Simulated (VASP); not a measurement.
A run of VASP 6.6.1 is set up as follows.

INCAR

```
SYSTEM = Ta2C
ALGO     = Normal         ! electronic algorithm
EDIFF    = 1E-6           ! SCF threshold, eV
ENCUT    = 520            ! plane-wave cutoff, eV
GGA      = PS             ! functional
ISIF     = 2              ! what is computed and relaxed
ISMEAR   = 0              ! smearing method
LASPH    = .True.         ! aspherical terms in the spheres
LCHARG   = .False.        ! write CHGCAR
LREAL    = .False.        ! projectors in reciprocal space
LWAVE    = .False.        ! write WAVECAR
NBANDS   = 20             ! bands
NELM     = 60             ! most SCF steps
PREC     = Accurate       ! precision mode
SIGMA    = 0.15           ! smearing width, eV
```

KPOINTS

```
k-points
0
Gamma
  18 18 12
  0 0 0
```

The input POSCAR:

```
Ta2C
1.0
    2.9127894811      0.0000000000      0.0000000000
   -1.4563947406      2.5225496865      0.0000000000
    0.0000000000      0.0000000000      5.5570966170
Ta C
2 1
Direct
    0.3333333333      0.6666666667      0.2528761935
    0.6666666667      0.3333333333      0.7471238065
    0.0000000000      0.0000000000      0.0000000000
```

Potentials or basis: VASP PAW PBE potentials, release 64 (Ta_pv, C).

Run with:

```console
$ cat potpaw_PBE.64/Ta_pv/POTCAR potpaw_PBE.64/C/POTCAR > POTCAR
$ mpirun -np 1 vasp_std > vasp.out
```

**Question.** What does it give for the largest force?

**Answer.** 0.677 eV/Å.

**Question.** Predict the pressure.

**Answer.** 3.6 GPa.

**Question.** What does it give for the band gap on the k mesh?

**Answer.** Zero (bands 13 and 14 overlap by 0.61 eV).

Forces in eV/Å, atoms in the order of the input:
```
Ta   0.000  0.000 -0.677
Ta   0.000  0.000  0.677
C    0.000  0.000  0.000
```

Caveat: the stress differs along the axes, from -42 to 26 GPa; the PAW data sets were made with another functional, which shifts forces and pressure a little; spin-orbit coupling is left out, which moves the levels of the heavy elements.
